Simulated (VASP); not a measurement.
A run of VASP 6.6.1 is set up as follows.

File INCAR:

```
PREC     = Accurate       # precision mode
ENCUT    = 520            # plane-wave cutoff, eV
EDIFF    = 1E-7           # SCF threshold, eV
ISMEAR   = 0              # smearing method
SIGMA    = 0.01           # smearing width, eV
LREAL    = False          # projectors in reciprocal space
LASPH    = True           # aspherical terms in the spheres
NELM     = 100            # most SCF steps
ALGO     = Normal         # electronic algorithm
ISIF     = 2              # what is computed and relaxed
LWAVE    = False          # write WAVECAR
LCHARG   = False          # write CHGCAR
GGA      = PS             # functional
NBANDS   = 29             # bands
```

KPOINTS

```
regular mesh
0
Gamma
  6 6 6
```

File POSCAR:

```
Al2Ru
1.0
    0.0000000000      3.9898374997      4.3915250777
    2.3524746913      0.0000000000      4.3915250777
    2.3524746913      3.9898374997      0.0000000000
Al Ru
4 2
Direct
    0.0790610300      0.4209389700      0.0790610300
    0.4209389700      0.0790610300      0.4209389700
    0.1709389700      0.8290610300      0.1709389700
    0.8290610300      0.1709389700      0.8290610300
    0.7500000000      0.7500000000      0.7500000000
    0.5000000000      0.5000000000      0.5000000000
```

Potentials or basis: VASP PAW PBE potentials, release 64 (Al, Ru_pv).

Launch:

```bash
$ cat potpaw_PBE.64/Al/POTCAR potpaw_PBE.64/Ru_pv/POTCAR > POTCAR
$ mpirun -np 1 vasp_std > vasp.out
```

**Question.** Predict the pressure.

**Answer.** -0.4 GPa.

**Question.** Predict the band gap on the k mesh.

**Answer.** 0.08 eV, indirect (least direct gap 1.22 eV).

**Question.** Estimate the largest force.

**Answer.** 0.015 eV/Å.

Forces on the atoms (eV/Å):
```
Al   0.000 -0.015  0.000
Al   0.000  0.015  0.000
Al   0.000  0.015  0.000
Al   0.000 -0.015  0.000
Ru   0.000  0.000  0.000
Ru   0.000  0.000  0.000
```

Caveat: the PAW data sets were made with another functional, which shifts forces and pressure a little. A k mesh can miss the band edges.
